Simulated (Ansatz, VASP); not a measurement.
# TaSi2: VASP beside Ansatz

The input INCAR:

```
SYSTEM = TaSi2
ALGO = Normal ; EDIFF = 1E-7
ENCUT = 520 ; GGA = PS
ISIF = 2 ; ISMEAR = 0
LASPH = .TRUE. ; LCHARG = .FALSE.
LREAL = .FALSE. ; LWAVE = .FALSE.
NBANDS = 38 ; NELM = 60
PREC = Accurate ; SIGMA = 0.15
```

KPOINTS

```
k-points
0
G
  12 12 6
  0 0 0
```

Contents of POSCAR:

```
TaSi2
1.0
    4.5228165553      0.0000000000      0.0000000000
   -2.2614082776      3.9168740336      0.0000000000
    0.0000000000      0.0000000000      6.3918895460
Ta Si
3 6
Direct
    0.5000000000      0.0000000000      0.5000000000
    0.5000000000      0.5000000000      0.8333333333
    0.0000000000      0.5000000000      0.1666666667
    0.1592675430      0.3185350860      0.5000000000
    0.8407324570      0.1592675430      0.8333333333
    0.6814649140      0.8407324570      0.1666666667
    0.8407324570      0.6814649140      0.5000000000
    0.1592675430      0.8407324570      0.8333333333
    0.3185350860      0.1592675430      0.1666666667
```

Input for Ansatz:

```yaml
crystal:
  lattice:
    - [4.5228165553, 0.0, 0.0]
    - [-2.2614082776, 3.9168740336, 0.0]
    - [0.0, 0.0, 6.391889546]
  atoms:
    - { symbol: Ta, position: [0.5, 0.0, 0.5] }
    - { symbol: Ta, position: [0.5, 0.5, 0.8333333333] }
    - { symbol: Ta, position: [0.0, 0.5, 0.1666666667] }
    - { symbol: Si, position: [0.159267543, 0.318535086, 0.5] }
    - { symbol: Si, position: [0.840732457, 0.159267543, 0.8333333333] }
    - { symbol: Si, position: [0.681464914, 0.840732457, 0.1666666667] }
    - { symbol: Si, position: [0.840732457, 0.681464914, 0.5] }
    - { symbol: Si, position: [0.159267543, 0.840732457, 0.8333333333] }
    - { symbol: Si, position: [0.318535086, 0.159267543, 0.1666666667] }
basis:
  ecutwfc: 420
kpoints:
  mp_grid: { grid: [12, 12, 6] }
hamiltonian:
  xc: pbesol
scf:
  occupations: { method: gaussian, width: 0.15 }
output:
  forces: true
  stress: true
  eigenvalues: true
  write_density: true
  write_potential: true
  elf: true
  volumetric_format: npy
```

Change from the starting cell: strain -0.050 along x and y, -0.025 along z, atoms carried along.

Alike in both runs: task single point; functional PBEsol; k mesh 12 × 12 × 6; occupations gaussian, width 0.15 eV; no spin polarisation.

|  | VASP | Ansatz |
| --- | --- | --- |
| version | VASP 6.6.1 | Ansatz 0.2.0 |
| potentials or method | VASP PAW PBE potentials, release 64 (Ta_pv, Si), cutoff 520 eV | scalar-relativistic, plane waves, PAW |
| valence electrons in the cell | 57 | 63 |

|  | VASP | Ansatz | Ansatz less VASP |
| --- | --- | --- | --- |
| gap on the k mesh at the Fermi level (eV) | none | none | - |
| pressure (GPa) | 33.2 | 32.6 | -0.65 |
| traceless stress, the component that is largest in VASP (GPa) | -4.65 | -4.71 | -0.063 |
| rms of the force components (eV/Å) | 0.078 | 0.079 | +0.0015 |

VASP's potentials were made for PBE, not for PBEsol. Atom by atom the forces differ by 0.001 eV/Å (rms over components). A gap of «none» marks a metal or a gap that the smearing closes. Both programs put the cell under a high pressure, so it lies far from rest at this level. With one functional, cell and mesh, what is left measures potentials, basis and numerics. VASP's potentials hold 57 valence electrons a cell and Ansatz's 63, so a difference there can come from the potentials and not from the codes.

Spin-orbit coupling is off throughout.
